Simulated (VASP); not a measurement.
# LaPd2 (I4/mmm) in VASP: settings compared, part 2 of 2

VASP 6.6.1. The steps go on from the part before.

### Step 4. Single point, r2SCAN

This run uses another cell than the first one, of 23.28 Å³/atom, 0.956 times its volume.

Input file POSCAR:

```
LaPd2
1.0
   -1.9826086872      1.9826086872      4.4410815052
    1.9826086872     -1.9826086872      4.4410815052
    1.9826086872      1.9826086872     -4.4410815052
La Pd
1 2
Direct
    0.0000000000      0.0000000000      0.0000000000
    0.2500000000      0.7500000000      0.5000000000
    0.7500000000      0.2500000000      0.5000000000
```

Input file INCAR.step1:

```
ALGO = Normal
EDIFF = 1E-4
ENCUT = 520
GGA = PE
ISMEAR = -1
LASPH = T
LCHARG = F
LREAL = F
LWAVE = T
NBANDS = 22
NELM = 100
PREC = Accurate
SIGMA = 0.05
```

Input file INCAR.step2:

```
ALGO = Normal
EDIFF = 1E-7
ENCUT = 520
ISIF = 2
ISMEAR = -1
ISTART = 1
LASPH = T
LCHARG = F
LMIXTAU = T
LREAL = F
LWAVE = F
METAGGA = R2SCAN
NBANDS = 22
NELM = 100
PREC = Accurate
SIGMA = 0.05
```

Input file KPOINTS:

```
k-points
0
Gamma
  9 9 9
```

Potentials or basis: VASP PAW PBE potentials, release 64 (La, Pd).

Run with:

```bash
> cat potpaw_PBE.64/La/POTCAR potpaw_PBE.64/Pd/POTCAR > POTCAR
> cp INCAR.step1 INCAR
> mpirun -np 1 vasp_std > vasp.out
> cp INCAR.step2 INCAR
> mpirun -np 1 vasp_std > vasp.out
```

OUTCAR:

```text
EDIFF = 1E-7
   ENCUT = 520
   ISIF = 2
   ISMEAR = -1
   ISTART = 1
   LASPH = T
   LREAL = F
   METAGGA = R2SCAN
   NELM = 100
   PREC = Accurate

 ion  position               nearest neighbor table
   1  0.000  0.000  0.000-   3 2.98   2 2.98   2 2.98   3 2.98   2 2.98   3 2.98   3 2.98   2 2.98

   2  0.250  0.750  0.500-   3 2.80   3 2.80   3 2.80   3 2.80   1 2.98   1 2.98   1 2.98   1 2.98

   3  0.750  0.250  0.500-   2 2.80   2 2.80   2 2.80   2 2.80   1 2.98   1 2.98   1 2.98   1 2.98

  LATTYP: Found a body centered tetragonal cell.
 ALAT       =     3.9652173744
 C/A-ratio  =     2.2400191898

  Lattice vectors:

 A1 = (  -1.9826086872,   1.9826086872,   4.4410815052)
 A2 = (   1.9826086872,  -1.9826086872,   4.4410815052)
 A3 = (   1.9826086872,   1.9826086872,  -4.4410815052)

Analysis of symmetry for initial positions (statically):
=====================================================================
 Subroutine PRICEL returns:
 Original cell was already a primitive cell.

 Routine SETGRP: Setting up the symmetry group for a
 body centered tetragonal supercell.

 Subroutine GETGRP returns: Found 16 space group operations
 (whereof 16 operations were pure point group operations)
 out of a pool of 16 trial point group operations.

The static configuration has the point symmetry D_4h.

Analysis of symmetry for dynamics (positions and initial velocities):
=====================================================================
 Subroutine PRICEL returns:
 Original cell was already a primitive cell.

 Routine SETGRP: Setting up the symmetry group for a
 body centered tetragonal supercell.

 Subroutine GETGRP returns: Found 16 space group operations
 (whereof 16 operations were pure point group operations)
 out of a pool of 16 trial point group operations.

The dynamic configuration has the point symmetry D_4h.

 Subroutine INISYM returns: Found 16 space group operations
 (whereof 16 operations are pure point group operations),
 and found     1 'primitive' translations

----------------------------------------------------------------------------------------

                                     Primitive cell

  volume of cell :      69.8269

  direct lattice vectors                    reciprocal lattice vectors
    -1.982608687  1.982608687  4.441081505     0.000000000  0.252192984  0.112585189
     1.982608687 -1.982608687  4.441081505     0.252192984  0.000000000  0.112585189
     1.982608687  1.982608687 -4.441081505     0.252192984  0.252192984  0.000000000

  length of vectors
     5.252111894  5.252111894  5.252111894     0.276182414  0.276182414  0.356654738

  position of ions in fractional coordinates (direct lattice)
     0.000000000  0.000000000  0.000000000
     0.250000000  0.750000000  0.500000000
     0.750000000  0.250000000  0.500000000

  ion indices of the primitive-cell ions
   primitive index   ion index
                 1           1
                 2           2
                 3           3

----------------------------------------------------------------------------------------

 KPOINTS: k-points

Automatic generation of k-mesh.
 Grid dimensions read from file:
 generate k-points for:    9    9    9

 Generating k-lattice:

  Cartesian coordinates                     Fractional coordinates (reciprocal lattice)
     0.000000000  0.028021443  0.012509465     0.111111111  0.000000000 -0.000000000
     0.028021443  0.000000000  0.012509465     0.000000000  0.111111111 -0.000000000
     0.028021443  0.028021443  0.000000000     0.000000000  0.000000000  0.111111111

  Length of vectors
     0.030686935  0.030686935  0.039628304

  Shift w.r.t. Gamma in fractional coordinates (k-lattice)
     0.000000000  0.000000000  0.000000000

 Subroutine IBZKPT returns following result:
 ===========================================

 Found     75 irreducible k-points:

 Following reciprocal coordinates:
            Coordinates               Weight
  0.000000  0.000000  0.000000      1.000000
  0.111111 -0.000000  0.000000      8.000000
  0.222222 -0.000000  0.000000      8.000000
  0.333333 -0.000000  0.000000      8.000000
  0.444444 -0.000000  0.000000      8.000000
  0.111111  0.111111  0.000000      8.000000
[... 16 lines left out ...]
 -0.333333  0.333333  0.000000      4.000000
  0.444444  0.444444  0.000000      8.000000
 [... further k-points ...]
   k-points           NKPTS =     75   k-points in BZ     NKDIM =     75   number of bands    NBANDS=     22
   number of dos      NEDOS =    301   number of ions     NIONS =      3
   total plane-waves  NPLWV =  64000
   dimension x,y,z NGX =    40 NGY =   40 NGZ =   40
   dimension x,y,z NGXF=    80 NGYF=   80 NGZF=   80
   ions per type =               1   2
   NGX,Y,Z   is equivalent  to a cutoff of  12.66, 12.66, 12.66 a.u.
   NGXF,Y,Z  is equivalent  to a cutoff of  25.32, 25.32, 25.32 a.u.
 SYSTEM =  unknown system
   PREC   = accura    normal or accurate (medium, high low for compatibility)
   ISTART =      1    job   : 0-new  1-cont  2-samecut
   ICHARG =      0    charge: 1-file 2-atom 10-const
   ISPIN  =      1    spin polarized calculation?
   LNONCOLLINEAR =      F non collinear calculations
   LSORBIT =      F    spin-orbit coupling
   LASPH  =      T    aspherical Exc in radial PAW
   ENCUT  =  520.0 eV  38.22 Ry    6.18 a.u.   9.77  9.77  9.77*2*pi/ulx,y,z
   NELM   =    100;   NELMIN=  2; NELMDL=  0     # of ELM steps
   EDIFF  = 0.1E-06   stopping-criterion for ELM
   LREAL  =      F    real-space projection
   EDIFFG = 0.1E-05   stopping-criterion for IOM
   NSW    =      0    number of steps for IOM
   IBRION =     -1    ionic relax: 0-MD 1-quasi-New 2-CG
   NFREE  =      0    steps in history (QN), initial steepest desc. (CG)
   ISIF   =      2    stress and relaxation
   ISYM   =      2    0-nonsym 1-usesym 2-fastsym
   POTIM  = 0.5000    time-step for ionic-motion
   TEBEG  =    0.0;   TEEND  =   0.0 temperature during run
   PSTRESS=    0.0 pullay stress
   NELECT =      31.0000    total number of electrons
   NUPDOWN=      -1.0000    fix difference up-down
   EMIN   =  10.00;   EMAX   =-10.00  energy-range for DOS
   EFERMI =   0.00;   METHOD = LEGACY
   ISMEAR =    -1;   SIGMA  =   0.05  broadening in eV -4-tet -1-fermi 0-gaus
   EFERMI_NEDOS =   21; number of points for ismear=-14 and -15
   IALGO  =     38    algorithm
   IMIX   =      4    mixing-type and parameters
     AMIX     =   0.40;   BMIX     =  1.00
     AMIX_MAG =   1.60;   BMIX_MAG =  1.00
  volume/ion in A,a.u.               =      23.28       157.07
  Fermi-wavevector in a.u.,A,eV,Ry     =   1.248881  2.360043 21.221067  1.559704
  Thomas-Fermi vector in A             =   2.382947
   LORBIT       =      0    0 simple, 1 ext, 2 COOP (PROOUT), +10 PAW based schemes
   METAGGA = R2SCAN    functional components
   LHFCALC =     F    Hartree Fock is set to
   AEXX    =    0.0000 exact exchange contribution
   IVDW    =     0    specifies the selected vdW correction
   LEPSILON=     F    determine dielectric tensor
   LRPA    =     F    only Hartree local field effects (RPA)
 non-spin polarized calculation
  energy-cutoff  :      520.00
  volume of cell :       69.83
 maximum number of plane-waves:      1912
   NGX = 19   NGY = 19   NGZ = 19

 number of electron      30.9999998 magnetization

 Free energy of the ion-electron system (eV)
  ---------------------------------------------------
  ext. energy  EPLUGINS =         0.00000000
  ---------------------------------------------------
  free energy    TOTEN  =       -77.49189302 eV

  energy without entropy =      -77.47756989  energy(sigma->0) =      -77.48473145

 E-fermi :   8.2457     XC(G=0): -11.4908

 val. band max:        8.2421699357   @ k =  -0.1111   0.1111   0.0000
 cond. band min:       8.2478750287   @ k =  -0.3333  -0.4444   0.2222
 fundamental gap:      0.0057050930
 Fermi energy:         8.2456951682

 k-point     1 :       0.0000    0.0000    0.0000
  band No.  band energies     occupation
      1     -25.6030      2.00000
      2      -8.9274      2.00000
      3      -8.8244      2.00000
      4      -8.8244      2.00000
      5       2.7819      2.00000
      6       3.7998      2.00000
[... 574 lines left out ...]
      6       3.9372      2.00000
[... 14 lines left out ...]
     21      10.7693      0.00000
     22      10.8649      0.00000

 [... further k-points ...]

------------------------ aborting loop because EDIFF is reached ----------------------------------------

  FORCE on cell =-STRESS in cart. coord.  units (eV):
  Direction    XX          YY          ZZ          XY          YZ          ZX
  --------------------------------------------------------------------------------------
  -------------------------------------------------------------------------------------
  Total        0.0545808      0.0545808      0.0213037      0.0000000      0.0000000      0.0000000
  in kB        1.2523547      1.2523547      0.4888125      0.0000000      0.0000000      0.0000000
  external PRESSURE =       0.9978406 kB  Pullay stress =       0.0000000 kB

 VOLUME and BASIS-vectors are now :
 -----------------------------------------------------------------------------
  energy-cutoff  :      520.00
  volume of cell :       69.83
      direct lattice vectors                 reciprocal lattice vectors
    -1.982608687  1.982608687  4.441081505     0.000000000  0.252192984  0.112585189
     1.982608687 -1.982608687  4.441081505     0.252192984  0.000000000  0.112585189
     1.982608687  1.982608687 -4.441081505     0.252192984  0.252192984  0.000000000

 POSITION                                       TOTAL-FORCE (eV/Angst)
 -----------------------------------------------------------------------------------
      0.00000      0.00000      0.00000        -0.000000     -0.000000      0.000000
      1.98261      0.00000      2.22054        -0.000000      0.000000     -0.000000
      0.00000      1.98261      2.22054         0.000000     -0.000000      0.000000
 -----------------------------------------------------------------------------------
    total drift:                               -0.000000     -0.000000     -0.000000

  FREE ENERGIE OF THE ION-ELECTRON SYSTEM (eV)
  ---------------------------------------------------
  free  energy   TOTEN  =       -77.4918930207 eV

  energy  without entropy=      -77.4775698890  energy(sigma->0) =      -77.48473145
```

Run time: 12 min. Hardware: 1 thread of Intel Xeon Platinum 8259CL at 2.50GHz (Skylake/Cascade Lake), shared host; peak memory 0.36 GiB.

Results:

- Free energy: -77.4919 eV
- Pressure: 0.1 GPa

Caveat: the PAW data sets were made with another functional, which shifts forces and pressure a little; spin-orbit coupling is left out, which moves the levels of the heavy elements.

### Step 5. Relaxation of cell and atoms, LDA

This run uses another cell than the first one, of 23.94 Å³/atom, 0.983 times its volume.

Input file INCAR:

```
SYSTEM = LaPd2
ALGO = Fast ; EDIFF = 1E-7
EDIFFG = -0.01 ; ENCUT = 600
IBRION = 2 ; ISIF = 3
ISMEAR = -1 ; LASPH = .TRUE.
LCHARG = .FALSE. ; LREAL = .FALSE.
LWAVE = .FALSE. ; NELM = 100
NSW = 60 ; PREC = Accurate
SIGMA = 0.05
```

Input file KPOINTS:

```
k-points
0
G
  9 9 9
  0 0 0
```

Input file POSCAR:

```
LaPd2
1.0
   -2.0038740000      2.0038740000      4.4717310000
    2.0038740000     -2.0038740000      4.4717310000
    2.0038740000      2.0038740000     -4.4717310000
La Pd
1 2
Direct
    0.0000000000      0.0000000000      0.0000000000
    0.2500000000      0.7500000000      0.5000000000
    0.7500000000      0.2500000000      0.5000000000
```

Potentials or basis: VASP PAW LDA potentials, release 64 (La, Pd).

Run with:

```bash
> cat potpaw_LDA.64/La/POTCAR potpaw_LDA.64/Pd/POTCAR > POTCAR
> mpirun -np 1 vasp_std > vasp.out
```

OUTCAR:

```text
SYSTEM = LaPd2
   EDIFF = 1E-7
   EDIFFG = -0.01
   ENCUT = 600
   IBRION = 2
   ISIF = 3
   ISMEAR = -1
   LASPH = .TRUE.
   LREAL = .FALSE.
   NELM = 100
   NSW = 60
   PREC = Accurate

 ion  position               nearest neighbor table
   1  0.000  0.000  0.000-   2 3.00   3 3.00   2 3.00   3 3.00   3 3.00   2 3.00   3 3.00   2 3.00

   2  0.250  0.750  0.500-   3 2.83   3 2.83   3 2.83   3 2.83   1 3.00   1 3.00   1 3.00   1 3.00

   3  0.750  0.250  0.500-   2 2.83   2 2.83   2 2.83   2 2.83   1 3.00   1 3.00   1 3.00   1 3.00

  LATTYP: Found a body centered tetragonal cell.
 ALAT       =     4.0077480000
 C/A-ratio  =     2.2315430012

  Lattice vectors:

 A1 = (  -2.0038740000,   2.0038740000,   4.4717310000)
 A2 = (   2.0038740000,  -2.0038740000,   4.4717310000)
 A3 = (   2.0038740000,   2.0038740000,  -4.4717310000)

Analysis of symmetry for initial positions (statically):
=====================================================================
 Subroutine PRICEL returns:
 Original cell was already a primitive cell.

 Routine SETGRP: Setting up the symmetry group for a
[... 177 lines left out ...]
  --------------------------------------------------------------------------------------
  -------------------------------------------------------------------------------------
  Total       -3.3447351     -3.3447351     -3.4150319      0.0000000      0.0000000      0.0000000
  in kB      -74.6097916    -74.6097916    -76.1778768      0.0000000      0.0000000      0.0000000
  external PRESSURE =     -75.1324867 kB  Pullay stress =       0.0000000 kB
[... 283 lines left out ...]
--------------------------------------- Ionic step        9  -------------------------------------------

 number of electron      30.9999999 magnetization

 Free energy of the ion-electron system (eV)
  ---------------------------------------------------
  ext. energy  EPLUGINS =         0.00000000
  ---------------------------------------------------
  free energy    TOTEN  =       -20.17073617 eV

  energy without entropy =      -20.15357974  energy(sigma->0) =      -20.16215795

 E-fermi :   8.7495     XC(G=0): -11.4179

 val. band max:        8.7420430546   @ k =   0.0000   0.0000   0.0000
 cond. band min:       8.7514204187   @ k =  -0.4444  -0.4444   0.1111
 fundamental gap:      0.0093773642
 Fermi energy:         8.7494765223

 k-point     1 :       0.0000    0.0000    0.0000
  band No.  band energies     occupation
      1     -23.5180      2.00000
      2      -7.4466      2.00000
      3      -7.1921      2.00000
      4      -7.1921      2.00000
      5       3.1057      2.00000
      6       4.0987      2.00000
[... 505 lines left out ...]
      6       4.3278      2.00000
[... 11 lines left out ...]
     18      10.8554      0.00000
     19      10.9245      0.00000

 [... further k-points ...]

------------------------ aborting loop because EDIFF is reached ----------------------------------------

  FORCE on cell =-STRESS in cart. coord.  units (eV):
  Direction    XX          YY          ZZ          XY          YZ          ZX
  --------------------------------------------------------------------------------------
  -------------------------------------------------------------------------------------
  Total        0.0004091      0.0004091      0.0031375      0.0000000     -0.0000000     -0.0000000
  in kB        0.0100197      0.0100197      0.0768414      0.0000000     -0.0000000     -0.0000000
  external PRESSURE =       0.0322936 kB  Pullay stress =       0.0000000 kB
[... 18 lines left out ...]
  FREE ENERGIE OF THE ION-ELECTRON SYSTEM (eV)
  ---------------------------------------------------
  free  energy   TOTEN  =       -20.1707361656 eV

  energy  without entropy=      -20.1535797362  energy(sigma->0) =      -20.16215795

 reached required accuracy - stopping structural energy minimisation
```

OSZICAR:

```text
N       E                     dE             d eps       ncg     rms          rms(c)
DAV:   1     0.258598120758E+03    0.25860E+03   -0.13855E+04  2898   0.257E+03
DAV:   2     0.356097386496E+02   -0.22299E+03   -0.21077E+03  3480   0.346E+02
DAV:   3    -0.137663260970E+02   -0.49376E+02   -0.46801E+02  4402   0.162E+02
[... 193 lines left out ...]
RMM:   3    -0.201707421234E+02    0.15252E-03   -0.30722E-04  3604   0.271E-01    0.323E-02
RMM:   4    -0.201707440018E+02   -0.18784E-05   -0.34102E-04  3938   0.188E-01    0.192E-02
RMM:   5    -0.201707350278E+02    0.89739E-05   -0.62642E-05  3836   0.891E-02    0.628E-03
RMM:   6    -0.201707358680E+02   -0.84021E-06   -0.10463E-05  3680   0.216E-02    0.357E-03
RMM:   7    -0.201707361373E+02   -0.26922E-06   -0.27588E-06  3209   0.125E-02    0.163E-03
RMM:   8    -0.201707361656E+02   -0.28284E-07   -0.68198E-07  2534   0.110E-02
   9 F= -.20170736E+02 E0= -.20162158E+02  d E =-.314452E-04
```

CONTCAR:

```text
LaPd2
   1.00000000000000
    -1.9349816414502643    1.9349816414502643    4.3679998877014130
     1.9349816414502643   -1.9349816414502643    4.3679998877014130
     1.9349816414502643    1.9349816414502643   -4.3679998877014130
  La              Pd
     1     2
Direct
     0.0000000000000000    0.0000000000000000    0.0000000000000000
     0.2500000000000000    0.7500000000000000    0.5000000000000000
     0.7500000000000000    0.2500000000000000    0.5000000000000000

  0.00000000E+00  0.00000000E+00  0.00000000E+00
  0.00000000E+00  0.00000000E+00  0.00000000E+00
  0.00000000E+00  0.00000000E+00  0.00000000E+00
```

It took 45 min on 1 thread of Intel Xeon Platinum 8259CL at 2.50GHz (Skylake/Cascade Lake), shared host; peak memory 0.36 GiB.

Results:

| Item | Value |
| --- | --- |
| Free energy | -20.1707 eV |
| Relaxed volume | 21.81 Å³/atom |
| Relaxed cell | a = 5.154 Å, b = 5.154 Å, c = 5.154 Å, α = 135.90°, β = 135.90°, γ = 64.13° |
| Space group after relaxing (to 0.05 Å) | I4/mmm (No. 139) |
| Energy gained by relaxing | 54.6 meV/atom |
| Ionic steps | 9 |
| Pressure after relaxing | 0.0 GPa |

The path:
| step | energy change (eV) | largest force (eV/Å) | pressure (GPa) | volume (Å³) |
| --- | --- | --- | --- | --- |
| 1 | 0.0000 | 0.0000 | -7.51 | 71.83 |
| 2 | -0.0407 | 0.0000 | 8.85 | 60.78 |
| 3 | -0.1621 | 0.0000 | -0.11 | 65.54 |
| 4 | -0.1621 | 0.0000 | 0.08 | 65.42 |
| 5 | -0.1634 | 0.0000 | 0.10 | 65.38 |
| 6 | -0.1638 | 0.0000 | 0.12 | 65.35 |
| 7 | -0.1638 | 0.0000 | 0.12 | 65.34 |
| 8 | -0.1638 | 0.0000 | -0.15 | 65.51 |
| 9 | -0.1638 | 0.0000 | 0.00 | 65.42 |

Final structure:
```
CELL_PARAMETERS angstrom
-1.93498 1.93498 4.36800
1.93498 -1.93498 4.36800
1.93498 1.93498 -4.36800
ATOMIC_POSITIONS crystal
La 0.00000 0.00000 0.00000
Pd 0.25000 0.75000 0.50000
Pd 0.75000 0.25000 0.50000
```

Caveat: spin-orbit coupling is left out, which moves the levels of the heavy elements.

### Step 6. Summary

| task | level | potentials or basis | cell | cutoff (eV) | gap on the mesh (eV) | pressure (GPa) |
| --- | --- | --- | --- | --- | --- | --- |
| single point | revPBE | VASP PAW PBE potentials, release 64 (La, Pd) | a = 5.321 Å, angles 135.5, 135.5, 64.8°, 3 atoms | 520 | none | 0.0 |
| single point | RPBE | VASP PAW PBE potentials, release 64 (La, Pd) | a = 5.335 Å, angles 135.4, 135.4, 64.9°, 3 atoms | 520 | none | -0.1 |
| single point | r2SCAN | VASP PAW PBE potentials, release 64 (La, Pd) | a = 5.252 Å, angles 135.6, 135.6, 64.5°, 3 atoms | 520 | none | 0.1 |
| relaxation of cell and atoms | LDA | VASP PAW LDA potentials, release 64 (La, Pd) | relaxed from a = 5.294 Å, angles 135.5, 135.5, 64.7°, 3 atoms | 600 | none | 0.0 |

Alike in all rows: no spin polarisation; k mesh 9 × 9 × 9; smearing fermi-dirac 0.05 eV.

Caveats: spin-orbit coupling is left out, which moves the levels of the heavy elements; the PAW data sets were made with another functional, which shifts forces and pressure a little (some runs).

Absolute energies hang on the potentials; compare differences alone.
